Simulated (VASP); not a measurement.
Set up this calculation in VASP 6.6.1, as the native input.

```
Task                   : single point
Functional             : r2SCAN
Potentials or basis    : VASP PAW PBE potentials, release 64 (Al, Cu)
Cutoff                 : 520 eV
k mesh                 : 5 × 5 × 7
Occupations            : gaussian, width 0.4 eV
Spin                   : no spin polarisation
Dipole correction      : no
Further INCAR settings : ALGO = Normal; EDIFF = 1e-06; NBANDS = 16
```

The system is Al2Cu.

```
Al Cu
1.0
     4.10518    0.00000    0.00000
     0.00000    4.10518    0.00000
     0.00000    0.00000    2.89131
Al Cu
2 1
Direct
  0.50000 0.00000 0.50000
  0.00000 0.50000 0.50000
  0.00000 0.00000 0.00000
```

One way to write it, as run:

POSCAR

```
Al2Cu
1.0
    4.1051820000      0.0000000000      0.0000000000
    0.0000000000      4.1051820000      0.0000000000
    0.0000000000      0.0000000000      2.8913130000
Al Cu
2 1
Direct
    0.5000000000      0.0000000000      0.5000000000
    0.0000000000      0.5000000000      0.5000000000
    0.0000000000      0.0000000000      0.0000000000
```

INCAR.step1

```
SYSTEM = Al2Cu
  ALGO = Normal
  EDIFF = 1E-4
  ENCUT = 520
  GGA = PE
  ISMEAR = 0
  LASPH = .TRUE.
  LCHARG = .FALSE.
  LREAL = .FALSE.
  LWAVE = .TRUE.
  NBANDS = 16
  NELM = 100
  PREC = Accurate
  SIGMA = 0.4
```

INCAR.step2

```
SYSTEM = Al2Cu
  ALGO = Normal
  EDIFF = 1E-6
  ENCUT = 520
  ISIF = 2
  ISMEAR = 0
  ISTART = 1
  LASPH = .TRUE.
  LCHARG = .TRUE.
  LELF = .TRUE.
  LMIXTAU = .TRUE.
  LREAL = .FALSE.
  LVHAR = .TRUE.
  LWAVE = .FALSE.
  METAGGA = R2SCAN
  NBANDS = 16
  NELM = 100
  PREC = Accurate
  SIGMA = 0.4
```

KPOINTS

```
k-points
0
G
  5 5 7
  0 0 0
```

Potentials or basis: VASP PAW PBE potentials, release 64 (Al, Cu).

Command:

```sh
$ cat potpaw_PBE.64/Al/POTCAR potpaw_PBE.64/Cu/POTCAR > POTCAR
$ cp INCAR.step1 INCAR
$ mpirun -np 1 vasp_std > vasp.out
$ cp INCAR.step2 INCAR
$ mpirun -np 1 vasp_std > vasp.out
```

It gave:

```yaml
Pressure: -2.2 GPa
```

Caveat: the PAW data sets were made with another functional, which shifts forces and pressure a little.

Wall time 51 s on 1 thread of Intel(R) Xeon(R) Platinum 8488C (Sapphire Rapids), on a shared host, peak memory 0.17 GiB.
